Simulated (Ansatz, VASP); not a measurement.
**ZnSe in VASP and in Ansatz**

```
Zn Se
1.0
     2.64763    2.64763    0.00000
    -2.64763    2.64763    0.00000
     0.00000    0.00000    5.29525
Zn Se
2 2
Direct
  0.00000 0.00000 0.00000
  0.50000 0.50000 0.50000
  0.50000 0.00000 0.25000
  0.00000 0.50000 0.75000
```

Change from the starting cell: equal strain along all axes, cell held, atoms relaxed: -6.0 %.

Alike in both runs: task single point; functional PBEsol; k mesh 8 × 8 × 6; occupations gaussian, width 0.02 eV; no spin polarisation.

```csv
,VASP,Ansatz
version,VASP 6.6.1,Ansatz 0.2.0
potentials or method,"VASP PAW PBE potentials, release 64 (Zn, Se), cutoff 520 eV","scalar-relativistic, plane waves, PAW"
valence electrons in the cell,36,56
```

Ansatz gave:

```
gap on the k mesh at the Fermi level (eV) : 2.03
least direct gap on the mesh (eV)         : 2.03
pressure (GPa)                            : 18.4
```

What did VASP give for the same quantities?

gap on the k mesh at the Fermi level (eV): 2.04; least direct gap on the mesh (eV): 2.04; pressure (GPa): 19.0.

VASP's potentials were made for PBE, not for PBEsol. VASP's potentials hold 36 valence electrons a cell and Ansatz's 56, so a difference there can come from the potentials and not from the codes.
